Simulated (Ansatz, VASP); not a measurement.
## Two plane-wave programs on ZnO

The input INCAR:

```
ALGO     = Normal         # electronic algorithm
EDIFF    = 1E-6           # SCF threshold, eV
ENCUT    = 520            # plane-wave cutoff, eV
GGA      = PE             # functional
ISIF     = 2              # what is computed and relaxed
ISMEAR   = -1             # smearing method
IVDW     = 12             # dispersion correction
LASPH    = True           # aspherical terms in the spheres
LCHARG   = False          # write CHGCAR
LREAL    = False          # projectors in reciprocal space
LWAVE    = False          # write WAVECAR
NBANDS   = 26             # bands
NELM     = 60             # most SCF steps
PREC     = Accurate       # precision mode
SIGMA    = 0.05           # smearing width, eV
```

KPOINTS

```
k-points
0
Gamma
  9 9 5
```

Contents of POSCAR:

```
ZnO
1.0
    3.2274999067      0.0000000000      0.0000000000
   -1.6137499533      2.7950969099      0.0000000000
    0.0000000000      0.0000000000      5.1707703030
Zn O
2 2
Direct
    0.6666666667      0.3333333333      0.0000000000
    0.3333333333      0.6666666667      0.5000000000
    0.3333333333      0.6666666667      0.8790100000
    0.6666666667      0.3333333333      0.3790100000
```

input.yaml

```yaml
crystal:
  lattice:
    - [3.2274999067, 0.0, 0.0]
    - [-1.6137499533, 2.7950969099, 0.0]
    - [0.0, 0.0, 5.170770303]
  atoms:
    - { symbol: Zn, position: [0.6666666667, 0.3333333333, 0.0] }
    - { symbol: Zn, position: [0.3333333333, 0.6666666667, 0.5] }
    - { symbol: O, position: [0.3333333333, 0.6666666667, 0.87901] }
    - { symbol: O, position: [0.6666666667, 0.3333333333, 0.37901] }
hamiltonian:
  xc: pbe
  pseudopotentials: { kind: paw }
  dispersion: d3bj
kpoints:
  mp_grid: { grid: [9, 9, 5] }
scf:
  occupations: { method: fermi_dirac, width: 0.05 }
output:
  forces: true
  stress: true
  eigenvalues: true
```

Alike in both runs: task single point; functional PBE; dispersion D3(BJ); k mesh 9 × 9 × 5; occupations fermi-dirac, width 0.05 eV; no spin polarisation.

|  | VASP | Ansatz |
| --- | --- | --- |
| version | VASP 6.6.1 | Ansatz 0.2.0 |
| potentials or method | VASP PAW PBE potentials, release 64 (Zn, O) | Ansatz PAW |
| plane-wave cutoff (eV) | 520 | 420 |
| valence electrons in the cell | 36 | 36 |

```csv
,VASP,Ansatz,Ansatz less VASP
gap on the k mesh at the Fermi level (eV),0.82,0.83,+0.014
least direct gap on the mesh (eV),0.82,0.83,+0.014
pressure (GPa),6.1,4.9,-1.19
"traceless stress, the component that is largest in VASP (GPa)",1.27,1.24,-0.035
rms of the force components (eV/Å),0.046,0.044,-0.0024
```

Atom by atom the forces differ by 0.002 eV/Å (rms over components).

Noted on Ansatz's run: odd divisions of the mesh miss points on the zone boundary, where band edges often lie, so the gap on the mesh can be too wide.
